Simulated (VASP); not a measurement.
# InSb: single point with PBEsol

The system is InSb.

```
CELL_PARAMETERS angstrom
0.00000 2.91984 3.15035
2.91984 0.00000 3.15035
2.91984 2.91984 0.00000
ATOMIC_POSITIONS crystal
In 0.00000 0.00000 0.00000
Sb 0.50000 0.50000 0.50000
```

This cell differs from its parent crystal: strain -0.050 along x and y, +0.025 along z.

* Program: VASP 6.6.1
* Task: single point
* Functional: PBEsol
* Potentials or basis: VASP PAW PBE potentials, release 64 (In_d, Sb)
* Cutoff: 520 eV
* k mesh: 14 × 14 × 14
* Occupations: gaussian, width 0.15 eV
* Spin: no spin polarisation

```
Pressure               : 2.1 GPa
Band gap on the k mesh : zero (bands 9 and 10 overlap by 2.86 eV)
```

Stress tensor (GPa, compression positive):
```
 4.54  0.00  0.00
 0.00  4.54  0.00
 0.00  0.00 -2.67
```

Levels at points of the mesh, in eV from the Fermi level:
| k point | band 7 | band 8 | band 9 | band 10 | band 11 | band 12 |
| --- | --- | --- | --- | --- | --- | --- |
| (0.00, 0.00, 0.00) | -0.33 | -0.33 | 0.06 | 0.43 | 4.89 | 5.92 |
| (0.50, 0.00, 0.00) | -6.82 | 0.09 | 0.61 | 1.76 | 2.69 | 2.72 |
| (0.50, 0.50, 0.00) | -4.84 | -2.73 | -2.13 | -2.13 | 3.29 | 8.97 |
| (0.50, 0.00, 0.50) | -4.87 | -3.56 | -2.88 | -2.02 | 2.98 | 7.45 |

Run time: 65 s on 1 thread of Intel(R) Xeon(R) 6975P-C (Granite Rapids) (shared host), peak memory 0.34 GiB.

Caveat: the cell differs from its parent crystal (strain -0.050 along x and y, +0.025 along z); the stress differs along the axes, from -3 to 5 GPa; the PAW data sets were made with another functional, which shifts forces and pressure a little; spin-orbit coupling is left out, which moves the levels of the heavy elements.
